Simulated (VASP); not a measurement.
BP, 2 atoms in the cell. The structure is tetragonal, space group I-4m2 (No. 119). The conventional cell has a = 3.208 Å, b = 3.208 Å, c = 4.491 Å, α = 90.00°, β = 90.00°, γ = 90.00°. Within 2.6 Å of B (site symmetry -4m2) lie 4 P at 1.96 Å. Within 2.6 Å of P (site symmetry -4m2) lie 4 B at 1.96 Å.  This cell differs from its parent crystal: strain -0.0100 x Voigt [0, 1, 0, 0, 0, 0].

```yaml
Program: VASP 6.6.1
Task: single point
Functional: r2SCAN
Potentials_or_basis: VASP PAW PBE potentials, release 64 (B, P)
Cutoff: 520 eV
k_mesh: 10 × 10 × 10
Occupations: gaussian, width 0.05 eV
Spin: no spin polarisation
Dipole_correction: no
Further_INCAR_settings: ALGO = Normal; EDIFF = 1e-06; NBANDS = 11
```

Potentials or basis: VASP PAW PBE potentials, release 64 (B, P).

Run with:

```sh
$ cat potpaw_PBE.64/B/POTCAR potpaw_PBE.64/P/POTCAR > POTCAR
$ cp INCAR.step1 INCAR
$ mpirun -np 1 vasp_std > vasp.out
$ cp INCAR.step2 INCAR
$ mpirun -np 1 vasp_std > vasp.out
```

Hardware: 1 thread of Intel(R) Xeon(R) 6975P-C (Granite Rapids), on a shared host.

Problem. Estimate the wall time of this run.

Solution. It took 27 s on 1 thread of Intel(R) Xeon(R) 6975P-C (Granite Rapids), with other jobs on the host, peak memory 0.15 GiB. Counts: k points 102.
